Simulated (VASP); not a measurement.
# Pd (R-3m) in VASP: notebook

Runs on Pd. Level: PBEsol. Tasks: single point.

Everything below comes from runs of VASP 6.6.1. Logs are shortened: lines on timing, memory, paths and dates and some standing lists are left out, and cuts for length are marked.

### 1 The cell of the first run

It takes space group R-3m (No. 166, trigonal). Conventional cell: a = 2.778 Å, b = 2.778 Å, c = 6.603 Å, α = 90.00°, β = 90.00°, γ = 120.00°. Within 3.6 Å of Pd (site symmetry -3m) lie 12 Pd at 2.72 to 2.78 Å.

### 2 Single point, PBEsol (equal xy, yz and zx shear strains of -2 %)

INCAR

```
SYSTEM = Pd
PREC = Accurate
ENCUT = 520
EDIFF = 1E-6
ISMEAR = -1
SIGMA = 0.05
LREAL = .False.
LASPH = .True.
NELM = 80
ALGO = Normal
ISIF = 2
LWAVE = .False.
LCHARG = .False.
GGA = PS
NBANDS = 11
```

KPOINTS

```
regular mesh
0
Gamma
  18 18 18
  0 0 0
```

POSCAR

```
Pd
1.0
   -0.0388980000      1.9254510000      1.9254510000
    1.9254510000     -0.0388980000      1.9254510000
    1.9254510000      1.9254510000     -0.0388980000
Pd
1
Direct
    0.0000000000      0.0000000000      0.0000000000
```

Potentials or basis: VASP PAW PBE potentials, release 64 (Pd).

On the command line:

```bash
> cat potpaw_PBE.64/Pd/POTCAR > POTCAR
> mpirun -np 1 vasp_std > vasp.out
```

OUTCAR:

```text
SYSTEM = Pd
   PREC = Accurate
   ENCUT = 520
   EDIFF = 1E-6
   ISMEAR = -1
   LREAL = .False.
   LASPH = .True.
   NELM = 80
   ISIF = 2
   GGA = PS

 ion  position               nearest neighbor table
   1  0.000  0.000  0.000-

  LATTYP: Found a trigonal (rhomboedric) cell.
 ALAT       =     2.7232767324
 COS(alpha) =     0.4797000918

  Lattice vectors:

 A1 = (  -0.0388980000,   1.9254510000,   1.9254510000)
 A2 = (   1.9254510000,  -0.0388980000,   1.9254510000)
 A3 = (   1.9254510000,   1.9254510000,  -0.0388980000)

Analysis of symmetry for initial positions (statically):
=====================================================================
 Subroutine PRICEL returns:
 Original cell was already a primitive cell.

 Routine SETGRP: Setting up the symmetry group for a
 trigonal (rhombohedral) supercell.

 Subroutine GETGRP returns: Found 12 space group operations
 (whereof 12 operations were pure point group operations)
 out of a pool of 12 trial point group operations.

The static configuration has the point symmetry D_3d.

Analysis of symmetry for dynamics (positions and initial velocities):
=====================================================================
 Subroutine PRICEL returns:
 Original cell was already a primitive cell.

 Routine SETGRP: Setting up the symmetry group for a
 trigonal (rhombohedral) supercell.

 Subroutine GETGRP returns: Found 12 space group operations
 (whereof 12 operations were pure point group operations)
 out of a pool of 12 trial point group operations.

The dynamic configuration has the point symmetry D_3d.

 Subroutine INISYM returns: Found 12 space group operations
 (whereof 12 operations are pure point group operations),
 and found     1 'primitive' translations

----------------------------------------------------------------------------------------

                                     Primitive cell

  volume of cell :      14.7093

  direct lattice vectors                    reciprocal lattice vectors
    -0.038898000  1.925451000  1.925451000    -0.251939935  0.257134573  0.257134573
     1.925451000 -0.038898000  1.925451000     0.257134573 -0.251939935  0.257134573
     1.925451000  1.925451000 -0.038898000     0.257134573  0.257134573 -0.251939935

  length of vectors
     2.723276732  2.723276732  2.723276732     0.442391351  0.442391351  0.442391351

  position of ions in fractional coordinates (direct lattice)
     0.000000000  0.000000000  0.000000000

  ion indices of the primitive-cell ions
   primitive index   ion index
                 1           1

----------------------------------------------------------------------------------------

 KPOINTS: regular mesh

Automatic generation of k-mesh.
 Grid dimensions read from file:
 generate k-points for:   18   18   18

 Generating k-lattice:

  Cartesian coordinates                     Fractional coordinates (reciprocal lattice)
    -0.013996663  0.014285254  0.014285254     0.055555556  0.000000000  0.000000000
     0.014285254 -0.013996663  0.014285254     0.000000000  0.055555556  0.000000000
     0.014285254  0.014285254 -0.013996663     0.000000000  0.000000000  0.055555556

  Length of vectors
     0.024577297  0.024577297  0.024577297

  Shift w.r.t. Gamma in fractional coordinates (k-lattice)
     0.000000000  0.000000000  0.000000000

 Subroutine IBZKPT returns following result:
 ===========================================

 Found    580 irreducible k-points:

 Following reciprocal coordinates:
            Coordinates               Weight
  0.000000  0.000000  0.000000      1.000000
  0.055556  0.000000  0.000000      6.000000
  0.111111  0.000000  0.000000      6.000000
  0.166667  0.000000  0.000000      6.000000
  0.222222  0.000000  0.000000      6.000000
  0.277778  0.000000  0.000000      6.000000
[... 16 lines left out ...]
 -0.277778  0.055556  0.000000     12.000000
 -0.222222  0.055556 -0.000000     12.000000
 [... further k-points ...]
   k-points           NKPTS =    580   k-points in BZ     NKDIM =    580   number of bands    NBANDS=     11
   number of dos      NEDOS =    301   number of ions     NIONS =      1
   total plane-waves  NPLWV =   8000
   dimension x,y,z NGX =    20 NGY =   20 NGZ =   20
   dimension x,y,z NGXF=    40 NGYF=   40 NGZF=   40
   ions per type =               1
   NGX,Y,Z   is equivalent  to a cutoff of  12.21, 12.21, 12.21 a.u.
   NGXF,Y,Z  is equivalent  to a cutoff of  24.42, 24.42, 24.42 a.u.
 SYSTEM =  Pd
   PREC   = accura    normal or accurate (medium, high low for compatibility)
   ISTART =      0    job   : 0-new  1-cont  2-samecut
   ICHARG =      2    charge: 1-file 2-atom 10-const
   ISPIN  =      1    spin polarized calculation?
   LNONCOLLINEAR =      F non collinear calculations
   LSORBIT =      F    spin-orbit coupling
   LASPH  =      T    aspherical Exc in radial PAW
   ENCUT  =  520.0 eV  38.22 Ry    6.18 a.u.   5.06  5.06  5.06*2*pi/ulx,y,z
   NELM   =     80;   NELMIN=  2; NELMDL= -5     # of ELM steps
   EDIFF  = 0.1E-05   stopping-criterion for ELM
   LREAL  =      F    real-space projection
   EDIFFG = 0.1E-04   stopping-criterion for IOM
   NSW    =      0    number of steps for IOM
   IBRION =     -1    ionic relax: 0-MD 1-quasi-New 2-CG
   NFREE  =      0    steps in history (QN), initial steepest desc. (CG)
   ISIF   =      2    stress and relaxation
   ISYM   =      2    0-nonsym 1-usesym 2-fastsym
   POTIM  = 0.5000    time-step for ionic-motion
   TEBEG  =    0.0;   TEEND  =   0.0 temperature during run
   PSTRESS=    0.0 pullay stress
   NELECT =      10.0000    total number of electrons
   NUPDOWN=      -1.0000    fix difference up-down
   EMIN   =  10.00;   EMAX   =-10.00  energy-range for DOS
   EFERMI =   0.00;   METHOD = LEGACY
   ISMEAR =    -1;   SIGMA  =   0.05  broadening in eV -4-tet -1-fermi 0-gaus
   EFERMI_NEDOS =   21; number of points for ismear=-14 and -15
   IALGO  =     38    algorithm
   IMIX   =      4    mixing-type and parameters
     AMIX     =   0.40;   BMIX     =  1.00
     AMIX_MAG =   1.60;   BMIX_MAG =  1.00
  volume/ion in A,a.u.               =      14.71        99.26
  Fermi-wavevector in a.u.,A,eV,Ry     =   1.439499  2.720258 28.193401  2.072157
  Thomas-Fermi vector in A             =   2.558348
   LORBIT       =      0    0 simple, 1 ext, 2 COOP (PROOUT), +10 PAW based schemes
   GGA     = PS    functional components
   LHFCALC =     F    Hartree Fock is set to
   AEXX    =    0.0000 exact exchange contribution
   IVDW    =     0    specifies the selected vdW correction
   LEPSILON=     F    determine dielectric tensor
   LRPA    =     F    only Hartree local field effects (RPA)
 non-spin polarized calculation
  energy-cutoff  :      520.00
  volume of cell :       14.71
 maximum number of plane-waves:       409
   NGX = 11   NGY = 11   NGZ = 11

 number of electron      10.0000000 magnetization

 number of electron       9.9999999 magnetization

 Free energy of the ion-electron system (eV)
  ---------------------------------------------------
  ext. energy  EPLUGINS =         0.00000000
  ---------------------------------------------------
  free energy    TOTEN  =        -5.96763298 eV

  energy without entropy =       -5.95013206  energy(sigma->0) =       -5.95888252

 E-fermi :   9.6747     XC(G=0): -13.3966

 val. band max:        9.6729663692   @ k =   0.5000   0.0556  -0.0000
 cond. band min:       9.6766672546   @ k =  -0.4444   0.3333   0.0000
 fundamental gap:      0.0037008854
 Fermi energy:         9.6746759585

 k-point     1 :       0.0000    0.0000    0.0000
  band No.  band energies     occupation
      1       2.4063      2.00000
      2       6.6923      2.00000
      3       6.6923      2.00000
      4       6.9899      2.00000
      5       8.4536      2.00000
      6       8.4536      2.00000
      7      26.7749      0.00000
      8      31.2561      0.00000
      9      31.2561      0.00000
     10      32.2820      0.00000
     11      35.7493      0.00000

 k-point     2 :       0.0556    0.0000    0.0000
  band No.  band energies     occupation
      1       2.5172      2.00000
      2       6.6659      2.00000
      3       6.7245      2.00000
      4       7.0191      2.00000
      5       8.4367      2.00000
      6       8.4372      2.00000
      7      26.8872      0.00000
      8      30.5854      0.00000
      9      31.3940      0.00000
     10      32.3418      0.00000
     11      35.8033      0.00000

 k-point     3 :       0.1111    0.0000    0.0000
  band No.  band energies     occupation
      1       2.8378      2.00000
      2       6.5875      2.00000
      3       6.8063      2.00000
      4       7.1104      2.00000
      5       8.4028      2.00000
      6       8.4052      2.00000
      7      27.1165      0.00000
      8      29.1361      0.00000
      9      31.7872      0.00000
     10      32.6553      0.00000
     11      35.8574      0.00000

 k-point     4 :       0.1667    0.0000    0.0000
  band No.  band energies     occupation
      1       3.3221      2.00000
      2       6.5097      2.00000
      3       6.8933      2.00000
      4       7.2242      2.00000
      5       8.4052      2.00000
      6       8.4074      2.00000
      7      26.6615      0.00000
      8      28.1157      0.00000
      9      32.3647      0.00000
     10      33.1463      0.00000
     11      35.8093      0.00000
[... 239 lines left out ...]
 k-point    22 :      -0.3333    0.0556    0.0000
  band No.  band energies     occupation
      1       4.4604      2.00000
      2       6.7321      2.00000
      3       7.1291      2.00000
      4       7.8714      2.00000
      5       9.0011      2.00000
      6       9.6349      1.37789
      7      20.3046      0.00000
      8      26.9666      0.00000
      9      30.7128      0.00000
     10      33.1201      0.00000
     11      35.6852      0.00000

 k-point    23 :      -0.2778    0.0556    0.0000
  band No.  band energies     occupation
      1       4.3994      2.00000
      2       6.8110      2.00000
      3       7.0864      2.00000
      4       7.2336      2.00000
      5       8.6506      2.00000
      6       9.2031      1.99984
      7      22.3227      0.00000
      8      27.4380      0.00000
      9      31.3471      0.00000
     10      34.5788      0.00000
     11      34.7763      0.00000

 k-point    24 :      -0.2222    0.0556   -0.0000
  band No.  band energies     occupation
      1       4.1006      2.00000
      2       6.5243      2.00000
      3       6.9587      2.00000
      4       7.3091      2.00000
      5       8.3665      2.00000
      6       8.8699      2.00000
      7      24.3540      0.00000
      8      27.8082      0.00000
      9      31.8184      0.00000
     10      34.1671      0.00000
     11      34.9563      0.00000

 [... further k-points ...]

------------------------ aborting loop because EDIFF is reached ----------------------------------------

  FORCE on cell =-STRESS in cart. coord.  units (eV):
  Direction    XX          YY          ZZ          XY          YZ          ZX
  --------------------------------------------------------------------------------------
  -------------------------------------------------------------------------------------
  Total       -0.2122757     -0.2122757     -0.2122757      0.1358031      0.1358031      0.1358031
  in kB      -23.1217204    -23.1217204    -23.1217204     14.7920969     14.7920969     14.7920969
  external PRESSURE =     -23.1217204 kB  Pullay stress =       0.0000000 kB

 VOLUME and BASIS-vectors are now :
 -----------------------------------------------------------------------------
  energy-cutoff  :      520.00
  volume of cell :       14.71
      direct lattice vectors                 reciprocal lattice vectors
    -0.038898000  1.925451000  1.925451000    -0.251939935  0.257134573  0.257134573
     1.925451000 -0.038898000  1.925451000     0.257134573 -0.251939935  0.257134573
     1.925451000  1.925451000 -0.038898000     0.257134573  0.257134573 -0.251939935

 POSITION                                       TOTAL-FORCE (eV/Angst)
 -----------------------------------------------------------------------------------
      0.00000      0.00000      0.00000         0.000000     -0.000000      0.000000
 -----------------------------------------------------------------------------------
    total drift:                                0.000000      0.000000      0.000000

  FREE ENERGIE OF THE ION-ELECTRON SYSTEM (eV)
  ---------------------------------------------------
  free  energy   TOTEN  =        -5.9676329839 eV

  energy  without entropy=       -5.9501320600  energy(sigma->0) =       -5.95888252
```

Wall time 26 s (1 thread of Intel Xeon 6975P-C (Granite Rapids), shared host); peak memory 0.19 GiB.

Results:

```
Free energy            : -5.9676 eV
Pressure               : -2.3 GPa
Band gap on the k mesh : zero (bands 5 and 6 overlap by 1.69 eV)
```

Levels at points of the mesh, in eV from the Fermi level:
```csv
k point,band 3,band 4,band 5,band 6,band 7,band 8
"(0.00, 0.00, 0.00)",-2.98,-2.68,-1.22,-1.22,17.10,21.58
"(0.50, 0.00, 0.00)",-2.72,-0.12,0.03,0.82,7.14,16.56
"(0.50, 0.50, 0.00)",-0.06,0.27,0.32,3.25,10.74,12.74
"(0.50, 0.50, 0.50)",-2.95,0.03,0.03,1.19,7.72,16.21
```

Caveat: the cell differs from its parent crystal (equal xy, yz and zx shear strains of -2 %); the PAW data sets were made with another functional, which shifts forces and pressure a little.

### 3 Single point, PBEsol (equal xy, yz and zx shear strains of -1 %)

INCAR

```
SYSTEM = Pd
ALGO = Normal ; EDIFF = 1E-7
ENCUT = 520 ; GGA = PS
ISIF = 2 ; ISMEAR = -1
LASPH = .True. ; LCHARG = .False.
LREAL = .False. ; LWAVE = .False.
NBANDS = 11 ; NELM = 100
PREC = Accurate ; SIGMA = 0.05
```

KPOINTS

```
k-points
0
Gamma
  18 18 18
  0 0 0
```

POSCAR

```
Pd
1.0
   -0.0194490000      1.9351755000      1.9351755000
    1.9351755000     -0.0194490000      1.9351755000
    1.9351755000      1.9351755000     -0.0194490000
Pd
1
Direct
    0.0000000000      0.0000000000      0.0000000000
```

Potentials or basis: VASP PAW PBE potentials, release 64 (Pd).

On the command line:

```bash
> cat potpaw_PBE.64/Pd/POTCAR > POTCAR
> mpirun -np 1 vasp_std > vasp.out
```

Run time: 29 s. Hardware: 1 thread of Intel Xeon 6975P-C (Granite Rapids), shared host; peak memory 0.19 GiB.

It converged, with:

| Property | Result |
| --- | --- |
| Free energy | -5.9706 eV |
| Pressure | -2.5 GPa |
| Band gap on the k mesh | zero (bands 5 and 6 overlap by 1.64 eV) |

Stress tensor (GPa, compression positive):
```
-2.48  0.74  0.74
 0.74 -2.48  0.74
 0.74  0.74 -2.48
```

Levels at points of the mesh, in eV from the Fermi level:
| k point | band 2 | band 3 | band 4 | band 5 | band 6 | band 7 | band 8 | band 9 |
| --- | --- | --- | --- | --- | --- | --- | --- | --- |
| (0.00, 0.00, 0.00) | -2.92 | -2.92 | -2.78 | -1.23 | -1.23 | 17.12 | 21.74 | 21.74 |
| (0.50, 0.00, 0.00) | -3.00 | -2.82 | -0.07 | 0.01 | 0.87 | 7.21 | 16.52 | 20.96 |
| (0.50, 0.50, 0.00) | -5.16 | -0.05 | 0.28 | 0.30 | 3.25 | 10.74 | 12.93 | 13.31 |
| (0.50, 0.50, 0.50) | -2.93 | -2.93 | 0.00 | 0.00 | 1.05 | 7.50 | 16.35 | 20.80 |

Caveat: the cell differs from its parent crystal (equal xy, yz and zx shear strains of -1 %); the PAW data sets were made with another functional, which shifts forces and pressure a little.

### 4 Single point, PBEsol (equal xy, yz and zx shear strains of +1 %)

INCAR

```
  ALGO = Normal
  EDIFF = 1E-7
  ENCUT = 520
  GGA = PS
  ISIF = 2
  ISMEAR = -1
  LASPH = True
  LCHARG = False
  LREAL = False
  LWAVE = False
  NBANDS = 11
  NELM = 100
  PREC = Accurate
  SIGMA = 0.05
```

KPOINTS

```
k-points
0
Gamma
  18 18 18
```

POSCAR

```
Pd
1.0
    0.0194490000      1.9546245000      1.9546245000
    1.9546245000      0.0194490000      1.9546245000
    1.9546245000      1.9546245000      0.0194490000
Pd
1
Direct
    0.0000000000      0.0000000000      0.0000000000
```

On the command line:

```bash
> cat potpaw_PBE.64/Pd/POTCAR > POTCAR
> mpirun -np 1 vasp_std > vasp.out
```

Run time: 30 s. Hardware: 1 thread of Intel Xeon 6975P-C (Granite Rapids), shared host; peak memory 0.21 GiB.

The run converged. Its results:

```
Free energy            : -5.9706 eV
Pressure               : -2.5 GPa
Band gap on the k mesh : zero (bands 5 and 6 overlap by 1.60 eV)
```

Stress tensor (GPa, compression positive):
```
-2.48 -0.74 -0.74
-0.74 -2.48 -0.74
-0.74 -0.74 -2.48
```

Levels at points of the mesh, in eV from the Fermi level:
```tsv
k point	band 2	band 3	band 4	band 5	band 6	band 7	band 8	band 9
(0.00, 0.00, 0.00)	-2.96	-2.83	-2.83	-1.23	-1.23	17.12	21.58	22.08
(0.50, 0.00, 0.00)	-3.01	-2.83	-0.06	0.02	0.95	7.35	16.43	20.81
(0.50, 0.50, 0.00)	-5.16	-0.05	0.29	0.29	3.25	10.73	12.93	13.31
(0.50, 0.50, 0.50)	-2.91	-2.91	-0.04	-0.04	0.78	7.06	16.61	21.26
```

Caveat: the cell differs from its parent crystal (equal xy, yz and zx shear strains of +1 %); the PAW data sets were made with another functional, which shifts forces and pressure a little.

### 5 Single point, PBEsol (equal xy, yz and zx shear strains of +2 %)

INCAR

```
PREC = Accurate ; ENCUT = 520
EDIFF = 1E-6 ; ISMEAR = -1
SIGMA = 0.05 ; LREAL = F
LASPH = T ; NELM = 60
ALGO = Normal ; ISIF = 2
LWAVE = F ; LCHARG = F
GGA = PS ; NBANDS = 11
```

KPOINTS

```
Automatic mesh
0
Gamma
  18 18 18
```

POSCAR

```
Pd
1.0
    0.0388980000      1.9643490000      1.9643490000
    1.9643490000      0.0388980000      1.9643490000
    1.9643490000      1.9643490000      0.0388980000
Pd
1
Direct
    0.0000000000      0.0000000000      0.0000000000
```

On the command line:

```bash
> cat potpaw_PBE.64/Pd/POTCAR > POTCAR
> mpirun -np 1 vasp_std > vasp.out
```

Run time: 27 s. Hardware: 1 thread of Intel Xeon 6975P-C (Granite Rapids), shared host; peak memory 0.21 GiB.

The run converged. Its results:

```
Free energy            : -5.9676 eV
Pressure               : -2.3 GPa
Band gap on the k mesh : zero (bands 5 and 6 overlap by 1.62 eV)
```

Stress tensor (GPa, compression positive):
```
-2.31 -1.51 -1.51
-1.51 -2.31 -1.51
-1.51 -1.51 -2.31
```

Levels at points of the mesh, in eV from the Fermi level:
```csv
k point,band 1,band 2,band 3,band 4,band 5,band 6,band 7,band 8,band 9,band 10
"(0.00, 0.00, 0.00)",-7.27,-3.05,-2.80,-2.80,-1.22,-1.22,17.09,21.28,22.25,22.25
"(0.50, 0.00, 0.00)",-5.37,-3.10,-2.74,-0.10,0.07,1.00,7.43,16.39,20.61,21.16
"(0.50, 0.50, 0.00)",-5.46,-5.16,-0.06,0.30,0.30,3.25,10.74,12.75,13.51,21.27
"(0.50, 0.50, 0.50)",-5.40,-2.90,-2.90,-0.06,-0.06,0.65,6.85,16.74,21.50,21.50
```

Caveat: the cell differs from its parent crystal (equal xy, yz and zx shear strains of +2 %); the PAW data sets were made with another functional, which shifts forces and pressure a little.

### 6 Summary

```tsv
cell	gap on the mesh (eV)	pressure (GPa)
a = 2.723 Å, angles 61.3°, 1 atom	none	-2.3
a = 2.737 Å, angles 60.7°, 1 atom	none	-2.5
a = 2.764 Å, angles 59.3°, 1 atom	none	-2.5
a = 2.778 Å, angles 58.7°, 1 atom	none	-2.3
```

Alike in all rows: task single point; level PBEsol; potentials or basis VASP PAW PBE potentials, release 64 (Pd); no spin polarisation; k mesh 18 × 18 × 18; cutoff (eV) 520; smearing fermi-dirac 0.05 eV.

Caveats: the PAW data sets were made with another functional, which shifts forces and pressure a little.

Total energies depend on the potentials used, so only differences within one code and one set of settings carry meaning.
